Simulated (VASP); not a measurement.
# BN in VASP: further runs, part 2 of 2

VASP 6.6.1. Earlier steps stand in the parts before.

## 3. Electric field gradients, LDA (equal xx and yy strain of -2 %)

Input file INCAR:

```
PREC = Accurate
ENCUT = 910
EDIFF = 1E-8
ISMEAR = -1
SIGMA = 0.02
LREAL = False
LASPH = True
NELM = 120
ALGO = Normal
ISIF = 2
LWAVE = False
LCHARG = False
GGA = CA
LEFG = True
NBANDS = 11
GGA_COMPAT = False
```

Input file KPOINTS:

```
Automatic mesh
0
Gamma
  11 11 11
```

Input file POSCAR:

```
BN
1.0
    0.0000000000      1.7713500000      1.8075000000
    1.7713500000      0.0000000000      1.8075000000
    1.7713500000      1.7713500000      0.0000000000
B N
1 1
Direct
    0.0000000000      0.0000000000      0.0000000000
    0.7500000000      0.7500000000      0.7500000000
```

Potentials or basis: VASP PAW LDA potentials, release 64 (B_h, N_h).

Command:

```sh
cat potpaw_LDA.64/B_h/POTCAR potpaw_LDA.64/N_h/POTCAR > POTCAR
mpirun -np 1 vasp_std > vasp.out
```

OUTCAR:

```text
PREC = Accurate
   ENCUT = 910
   EDIFF = 1E-8
   ISMEAR = -1
   LREAL = False
   LASPH = True
   NELM = 120
   ISIF = 2
   GGA = CA

 ion  position               nearest neighbor table
   1  0.000  0.000  0.000-
   2  0.750  0.750  0.750-

  LATTYP: Found a body centered tetragonal cell.
 ALAT       =     2.5050671937
 C/A-ratio  =     1.4430750636

  Lattice vectors:

 A1 = (  -1.7713500000,   0.0000000000,   1.8075000000)
 A2 = (   1.7713500000,   0.0000000000,   1.8075000000)
 A3 = (   0.0000000000,   1.7713500000,  -1.8075000000)

Analysis of symmetry for initial positions (statically):
=====================================================================
 Subroutine PRICEL returns:
 Original cell was already a primitive cell.

 Routine SETGRP: Setting up the symmetry group for a
 body centered tetragonal supercell.

 Subroutine GETGRP returns: Found  8 space group operations
 (whereof  8 operations were pure point group operations)
 out of a pool of 16 trial point group operations.

The static configuration has the point symmetry D_2d.

Analysis of symmetry for dynamics (positions and initial velocities):
=====================================================================
 Subroutine PRICEL returns:
 Original cell was already a primitive cell.

 Routine SETGRP: Setting up the symmetry group for a
 body centered tetragonal supercell.

 Subroutine GETGRP returns: Found  8 space group operations
 (whereof  8 operations were pure point group operations)
 out of a pool of 16 trial point group operations.

The dynamic configuration has the point symmetry D_2d.
[... 160 lines left out ...]
      5      18.2581      0.00000
      6      18.2581      0.00000
      7      18.4033      0.00000
      8      20.5245      0.00000
      9      34.6925      0.00000
     10      37.1006      0.00000
     11      37.3535      0.00000
[... 309 lines left out ...]
 k-point    24 :      -0.1818    0.1818    0.0000
  band No.  band energies     occupation
      1      -8.9372      2.00000
      2       3.6808      2.00000
      3       5.4050      2.00000
      4       8.4844      2.00000
      5      20.1266      0.00000
      6      20.4554      0.00000
      7      20.6861      0.00000
      8      23.3061      0.00000
      9      31.0574      0.00000
     10      32.0948      0.00000
     11      37.0679      0.00000

 [... further k-points ...]
[... 5 lines left out ...]
  --------------------------------------------------------------------------------------
  -------------------------------------------------------------------------------------
  Total        0.6869431      0.6869431     -0.2529191      0.0000000     -0.0000000      0.0000000
  in kB       97.0318432     97.0318432    -35.7252449      0.0000000     -0.0000000      0.0000000
  external PRESSURE =      52.7794805 kB  Pullay stress =       0.0000000 kB

 VOLUME and BASIS-vectors are now :
 -----------------------------------------------------------------------------
  energy-cutoff  :      910.00
  volume of cell :       11.34
      direct lattice vectors                 reciprocal lattice vectors
     0.000000000  1.771350000  1.807500000    -0.282270585  0.282270585  0.276625173
     1.771350000  0.000000000  1.807500000     0.282270585 -0.282270585  0.276625173
     1.771350000  1.771350000  0.000000000     0.282270585  0.282270585 -0.276625173

 POSITION                                       TOTAL-FORCE (eV/Angst)
 -----------------------------------------------------------------------------------
      0.00000      0.00000      0.00000         0.000000      0.000000      0.000000
      2.65702      2.65702      2.71125        -0.000000     -0.000000      0.000000
 -----------------------------------------------------------------------------------
    total drift:                               -0.000000     -0.000000      0.000000

  FREE ENERGIE OF THE ION-ELECTRON SYSTEM (eV)
  ---------------------------------------------------
  free  energy   TOTEN  =       -19.4103138943 eV

  energy  without entropy=      -19.4103138943  energy(sigma->0) =      -19.41031389

 Electric field gradients (V/A^2)
---------------------------------------------------------------------
 ion       V_xx      V_yy      V_zz      V_xy      V_xz      V_yz
---------------------------------------------------------------------
   1       0.334     0.334    -0.668     0.000     0.000     0.000
   2      -1.663    -1.663     3.326    -0.001    -0.000    -0.000
---------------------------------------------------------------------

 Electric field gradients after diagonalization (V/A^2)
 (convention: |V_zz| > |V_xx| > |V_yy|)
----------------------------------------------------------------------
 ion       V_xx      V_yy      V_zz     asymmetry (V_yy - V_xx)/ V_zz
----------------------------------------------------------------------
   1       0.334     0.334    -0.668       0.000
   2      -1.663    -1.662     3.326       0.000
----------------------------------------------------------------------

           NMR quadrupolar parameters

 Cq : quadrupolar parameter    Cq=e*Q*V_zz/h
 eta: asymmetry parameters     (V_yy - V_xx)/ V_zz
 Q  : nuclear electric quadrupole moment in mb (millibarn)
----------------------------------------------------------------------
 ion       Cq(MHz)       eta       Q (mb)
----------------------------------------------------------------------
   1      -0.002       0.000       1.000
   2       0.008       0.000       1.000
----------------------------------------------------------------------
```

OSZICAR:

```text
N       E                     dE             d eps       ncg     rms          rms(c)
DAV:   1     0.143392749119E+02    0.14339E+02   -0.65933E+03  2916   0.108E+03
DAV:   2    -0.194116786821E+02   -0.33751E+02   -0.32170E+02  3691   0.179E+02
DAV:   3    -0.205506555697E+02   -0.11390E+01   -0.11364E+01  3336   0.279E+01
DAV:   4    -0.205533442409E+02   -0.26887E-02   -0.26885E-02  3008   0.161E+00
DAV:   5    -0.205533500408E+02   -0.57999E-05   -0.57998E-05  3251   0.777E-02    0.629E+00
DAV:   6    -0.195466508556E+02    0.10067E+01   -0.31390E+00  2826   0.990E+00    0.243E+00
DAV:   7    -0.194389732128E+02    0.10768E+00   -0.14467E-01  3217   0.299E+00    0.121E+00
DAV:   8    -0.194103927520E+02    0.28580E-01   -0.44918E-02  3120   0.140E+00    0.138E-01
DAV:   9    -0.194103385596E+02    0.54192E-04   -0.19273E-03  3054   0.319E-01    0.635E-02
DAV:  10    -0.194103133683E+02    0.25191E-04   -0.11728E-04  3148   0.919E-02    0.758E-03
DAV:  11    -0.194103139841E+02   -0.61583E-06   -0.43683E-06  3108   0.182E-02    0.404E-03
DAV:  12    -0.194103138971E+02    0.87027E-07   -0.48118E-07  3147   0.562E-03    0.544E-04
DAV:  13    -0.194103138943E+02    0.27728E-08   -0.15634E-08  1820   0.122E-03
   1 F= -.19410314E+02 E0= -.19410314E+02  d E =-.392968E-11
```

Run time: 21 s. Hardware: 1 thread of Intel Xeon Platinum 8559C (Emerald Rapids), shared host; peak memory 0.15 GiB.

What came out:

```
Free energy            : -19.4103 eV
Pressure               : 5.3 GPa
Band gap on the k mesh : 4.32 eV, indirect (least direct gap 8.76 eV)
```

Electric field gradients, principal values (V/Å²):
| atom | least | middle | greatest (by size) |
| --- | --- | --- | --- |
| 1 B | 0.334 | 0.334 | -0.668 |
| 2 N | -1.662 | -1.663 | 3.326 |

Caveat: the cell differs from its parent crystal (equal xx and yy strain of -2 %); the cutoff is under 1.25 times the usual one of these potentials, so pressure, stress and relaxed cells hold a basis-set (Pulay) error; without QUAD_EFG the Cq values of the log hold for a quadrupole moment of 1 mb, not for the nuclei. A k mesh can miss the band edges.

## 4. Electric field gradients, LDA (volume scaled by 0.94)

Input file INCAR:

```
PREC = Accurate
ENCUT = 910
EDIFF = 1E-8
ISMEAR = -1
SIGMA = 0.02
LREAL = F
LASPH = T
NELM = 120
ALGO = Normal
ISIF = 2
LWAVE = F
LCHARG = F
LEFG = T
NBANDS = 11
GGA_COMPAT = F
```

Input file KPOINTS:

```
regular mesh
0
Gamma
  11 11 11
```

Input file POSCAR:

```
BN
1.0
    0.0000000000      1.7706018915      1.7706018915
    1.7706018915      0.0000000000      1.7706018915
    1.7706018915      1.7706018915      0.0000000000
B N
1 1
Direct
    0.0000000000      0.0000000000      0.0000000000
    0.7500000000      0.7500000000      0.7500000000
```

Potentials or basis: VASP PAW LDA potentials, release 64 (B_h, N_h).

Command:

```sh
cat potpaw_LDA.64/B_h/POTCAR potpaw_LDA.64/N_h/POTCAR > POTCAR
mpirun -np 1 vasp_std > vasp.out
```

OUTCAR:

```text
PREC = Accurate
   ENCUT = 910
   EDIFF = 1E-8
   ISMEAR = -1
   LREAL = F
   LASPH = T
   NELM = 120
   ISIF = 2

 ion  position               nearest neighbor table
   1  0.000  0.000  0.000-
   2  0.750  0.750  0.750-

  LATTYP: Found a face centered cubic cell.
 ALAT       =     3.5412037830

  Lattice vectors:

 A1 = (   0.0000000000,   1.7706018915,   1.7706018915)
 A2 = (   1.7706018915,   0.0000000000,   1.7706018915)
 A3 = (   1.7706018915,   1.7706018915,   0.0000000000)

Analysis of symmetry for initial positions (statically):
=====================================================================
 Subroutine PRICEL returns:
 Original cell was already a primitive cell.

 Routine SETGRP: Setting up the symmetry group for a
 face centered cubic supercell.

 Subroutine GETGRP returns: Found 24 space group operations
 (whereof 24 operations were pure point group operations)
 out of a pool of 48 trial point group operations.

The static configuration has the point symmetry T_d .

Analysis of symmetry for dynamics (positions and initial velocities):
=====================================================================
 Subroutine PRICEL returns:
 Original cell was already a primitive cell.

 Routine SETGRP: Setting up the symmetry group for a
 face centered cubic supercell.

 Subroutine GETGRP returns: Found 24 space group operations
 (whereof 24 operations were pure point group operations)
 out of a pool of 48 trial point group operations.

The dynamic configuration has the point symmetry T_d .

[... 159 lines left out ...]
      5      18.7162      0.00000
      6      18.7162      0.00000
      7      18.7162      0.00000
      8      21.1979      0.00000
      9      35.4174      0.00000
     10      38.2818      0.00000
     11      38.2818      0.00000
[... 309 lines left out ...]
 k-point    24 :      -0.1818    0.1818    0.0000
  band No.  band energies     occupation
      1      -8.8689      2.00000
      2       3.9923      2.00000
      3       5.7476      2.00000
      4       8.6234      2.00000
      5      20.5958      0.00000
      6      20.8227      0.00000
      7      21.2326      0.00000
      8      24.0205      0.00000
      9      31.3481      0.00000
     10      32.4960      0.00000
     11      37.6482      0.00000

 [... further k-points ...]
[... 5 lines left out ...]
  --------------------------------------------------------------------------------------
  -------------------------------------------------------------------------------------
  Total        1.0184057      1.0184057      1.0184057     -0.0000000      0.0000000      0.0000000
  in kB      146.9733576    146.9733576    146.9733576     -0.0000000      0.0000000      0.0000000
  external PRESSURE =     146.9733576 kB  Pullay stress =       0.0000000 kB

 VOLUME and BASIS-vectors are now :
 -----------------------------------------------------------------------------
  energy-cutoff  :      910.00
  volume of cell :       11.10
      direct lattice vectors                 reciprocal lattice vectors
     0.000000000  1.770601891  1.770601891    -0.282389849  0.282389849  0.282389849
     1.770601891  0.000000000  1.770601891     0.282389849 -0.282389849  0.282389849
     1.770601891  1.770601891  0.000000000     0.282389849  0.282389849 -0.282389849

 POSITION                                       TOTAL-FORCE (eV/Angst)
 -----------------------------------------------------------------------------------
      0.00000      0.00000      0.00000        -0.000000      0.000000     -0.000000
      2.65590      2.65590      2.65590         0.000000     -0.000000      0.000000
 -----------------------------------------------------------------------------------
    total drift:                               -0.000000     -0.000000      0.000000

  FREE ENERGIE OF THE ION-ELECTRON SYSTEM (eV)
  ---------------------------------------------------
  free  energy   TOTEN  =       -19.4007745307 eV

  energy  without entropy=      -19.4007745307  energy(sigma->0) =      -19.40077453

 Electric field gradients (V/A^2)
---------------------------------------------------------------------
 ion       V_xx      V_yy      V_zz      V_xy      V_xz      V_yz
---------------------------------------------------------------------
   1       0.000     0.000     0.000     0.000     0.000     0.000
   2       0.000     0.000    -0.000    -0.000    -0.000    -0.000
---------------------------------------------------------------------

 Electric field gradients after diagonalization (V/A^2)
 (convention: |V_zz| > |V_xx| > |V_yy|)
----------------------------------------------------------------------
 ion       V_xx      V_yy      V_zz     asymmetry (V_yy - V_xx)/ V_zz
----------------------------------------------------------------------
   1      -0.000    -0.000     0.000       0.000
   2       0.000     0.000    -0.001       0.000
----------------------------------------------------------------------

           NMR quadrupolar parameters

 Cq : quadrupolar parameter    Cq=e*Q*V_zz/h
 eta: asymmetry parameters     (V_yy - V_xx)/ V_zz
 Q  : nuclear electric quadrupole moment in mb (millibarn)
----------------------------------------------------------------------
 ion       Cq(MHz)       eta       Q (mb)
----------------------------------------------------------------------
   1       0.000       0.000       1.000
   2      -0.000       0.000       1.000
----------------------------------------------------------------------
```

OSZICAR:

```text
N       E                     dE             d eps       ncg     rms          rms(c)
DAV:   1     0.140639101149E+02    0.14064E+02   -0.66796E+03  1264   0.108E+03
DAV:   2    -0.194865333548E+02   -0.33550E+02   -0.32243E+02  1708   0.178E+02
DAV:   3    -0.205803637431E+02   -0.10938E+01   -0.10917E+01  1484   0.272E+01
DAV:   4    -0.205828632290E+02   -0.24995E-02   -0.24993E-02  1333   0.158E+00
DAV:   5    -0.205828685530E+02   -0.53240E-05   -0.53240E-05  1469   0.749E-02    0.639E+00
DAV:   6    -0.195455212184E+02    0.10373E+01   -0.31170E+00  1259   0.998E+00    0.248E+00
DAV:   7    -0.194298598657E+02    0.11566E+00   -0.15619E-01  1434   0.308E+00    0.122E+00
DAV:   8    -0.194008482004E+02    0.29012E-01   -0.46044E-02  1400   0.142E+00    0.140E-01
DAV:   9    -0.194007986996E+02    0.49501E-04   -0.18827E-03  1364   0.321E-01    0.630E-02
DAV:  10    -0.194007740275E+02    0.24672E-04   -0.11238E-04  1411   0.908E-02    0.766E-03
DAV:  11    -0.194007746216E+02   -0.59417E-06   -0.43270E-06  1382   0.180E-02    0.404E-03
DAV:  12    -0.194007745330E+02    0.88575E-07   -0.48179E-07  1370   0.561E-03    0.517E-04
DAV:  13    -0.194007745307E+02    0.23186E-08   -0.14621E-08   807   0.118E-03
   1 F= -.19400775E+02 E0= -.19400775E+02  d E =-.410911E-13
```

Run time: 13 s. Hardware: 1 thread of Intel Xeon Platinum 8488C (Sapphire Rapids), shared host; peak memory 0.14 GiB.

Results:

```yaml
Free_energy: -19.4008 eV
Pressure: 14.7 GPa
Band_gap_on_the_k_mesh: 4.53 eV, indirect (least direct gap 8.98 eV)
```

Caveat: the cutoff is under 1.25 times the usual one of these potentials, so pressure, stress and relaxed cells hold a basis-set (Pulay) error; without QUAD_EFG the Cq values of the log hold for a quadrupole moment of 1 mb, not for the nuclei. A k mesh can miss the band edges.

## 5. Overview

```tsv
cell	gap on the mesh (eV)	pressure (GPa)
a = 2.539 Å, angles 60.0°, 2 atoms	4.48	-2.9
a = 2.531, b = 2.531, c = 2.505 Å, angles 60.3, 60.3, 59.3°, 2 atoms	4.32	5.3
a = 2.504 Å, angles 60.0°, 2 atoms	4.53	14.7
```

Alike in all rows: task electric field gradients; level LDA; potentials or basis VASP PAW LDA potentials, release 64 (B_h, N_h); no spin polarisation; k mesh 11 × 11 × 11; cutoff (eV) 910; smearing fermi-dirac 0.02 eV.

Caveats: the cutoff is under 1.25 times the usual one of these potentials, so pressure, stress and relaxed cells hold a basis-set (Pulay) error.

Total energies depend on the potentials used, so only differences within one code and one set of settings carry meaning.
